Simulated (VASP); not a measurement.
**Cs: electric field gradients with PBE**

Crystal: Cs.

```xyz
1
Lattice="-3.0524 3.0524 3.0524 3.0524 -3.0524 3.0524 3.0524 3.0524 -3.0524" Properties=species:S:1:pos:R:3 pbc="T T T"
Cs    0.0000    0.0000    0.0000
```

This cell differs from its parent crystal: volume scaled by 1.03.

```yaml
Program: VASP 6.6.1
Task: electric field gradients
Functional: PBE
Potentials_or_basis: VASP PAW PBE potentials, release 64 (Cs_sv)
Cutoff: 520 eV
k_mesh: 9 × 9 × 9
Occupations: fermi-dirac, width 0.05 eV
Spin: no spin polarisation
Dipole_correction: no
Further_INCAR_settings: ALGO = Normal; EDIFF = 1e-08; NBANDS = 10
```

```
Pressure : 0.0 GPa
```

Levels at points of the mesh, in eV from the Fermi level:
```tsv
k point	band 1	band 2	band 3	band 4	band 5	band 6	band 7	band 8	band 9	band 10
(0.00, 0.00, 0.00)	-23.85	-10.60	-10.60	-10.60	-1.69	2.50	2.50	2.50	3.36	3.36
```

Wall time 27 s on 1 thread of Intel(R) Xeon(R) Platinum 8259CL CPU @ 2.50GHz (Skylake/Cascade Lake) (shared host), peak memory 0.24 GiB.

Caveat: without QUAD_EFG the Cq values of the log hold for a quadrupole moment of 1 mb, not for the nuclei; spin-orbit coupling is left out, which moves the levels of the heavy elements.
